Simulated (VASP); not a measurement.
Set up this calculation in VASP 6.6.1, as the native input.

```yaml
Task: single point
Functional: r2SCAN
Potentials_or_basis: VASP PAW PBE potentials, release 64 (C)
Cutoff: 520 eV
k_mesh: 9 × 9 × 6
Occupations: gaussian, width 0.02 eV
Spin: no spin polarisation
Dipole_correction: no
Further_INCAR_settings: ALGO = Normal; EDIFF = 1e-06; NBANDS = 16
```

C:

```
CELL_PARAMETERS angstrom
2.49379 0.00000 0.00000
-1.24690 2.15969 0.00000
0.00000 0.00000 4.23139
ATOMIC_POSITIONS crystal
C 0.33333 0.66667 0.99959
C 0.66667 0.33333 0.49959
C 0.33333 0.66667 0.37441
C 0.66667 0.33333 0.87441
```

This cell differs from its parent crystal: strained cell.

The input as run:

POSCAR

```
C
1.0
    2.4937933153      0.0000000000      0.0000000000
   -1.2468966576      2.1596883628      0.0000000000
    0.0000000000      0.0000000000      4.2313878940
C
4
Direct
    0.3333333333      0.6666666667     -0.0004103490
    0.6666666667      0.3333333333      0.4995896510
    0.3333333333      0.6666666667      0.3744103490
    0.6666666667      0.3333333333      0.8744103490
```

INCAR.step1

```
PREC     = Accurate       # precision mode
ENCUT    = 520            # plane-wave cutoff, eV
ISMEAR   = 0              # smearing method
SIGMA    = 0.02           # smearing width, eV
LREAL    = F              # projectors in reciprocal space
LASPH    = T              # aspherical terms in the spheres
NELM     = 100            # most SCF steps
NBANDS   = 16             # bands
GGA      = PE             # functional
ALGO     = Normal         # electronic algorithm
EDIFF    = 1E-4           # SCF threshold, eV
LWAVE    = T              # write WAVECAR
LCHARG   = F              # write CHGCAR
```

INCAR.step2

```
PREC     = Accurate       # precision mode
ENCUT    = 520            # plane-wave cutoff, eV
EDIFF    = 1E-6           # SCF threshold, eV
ISMEAR   = 0              # smearing method
SIGMA    = 0.02           # smearing width, eV
LREAL    = F              # projectors in reciprocal space
LASPH    = T              # aspherical terms in the spheres
NELM     = 100            # most SCF steps
ALGO     = Normal         # electronic algorithm
ISIF     = 2              # what is computed and relaxed
LWAVE    = F              # write WAVECAR
LCHARG   = T              # write CHGCAR
METAGGA  = R2SCAN         # meta-GGA
LMIXTAU  = T            
LELF     = T              # ELF
LVHAR    = T            
NBANDS   = 16             # bands
ISTART   = 1
```

KPOINTS

```
Automatic mesh
0
Gamma
  9 9 6
```

Potentials or basis: VASP PAW PBE potentials, release 64 (C).

Launch:

```bash
$ cat potpaw_PBE.64/C/POTCAR > POTCAR
$ cp INCAR.step1 INCAR
$ mpirun -np 1 vasp_std > vasp.out
$ cp INCAR.step2 INCAR
$ mpirun -np 1 vasp_std > vasp.out
```

It gave:

- Pressure: -1.9 GPa
- Largest force: 0.018 eV/Å
- Band gap on the k mesh: 3.60 eV, indirect (least direct gap 5.03 eV)

Caveat: the cell differs from its parent crystal (strained cell); the PAW data sets were made with another functional, which shifts forces and pressure a little.

Wall time 26 s on 1 thread of AMD EPYC 9R45 96-Core Processor (Zen 5) (shared host), peak memory 0.11 GiB.
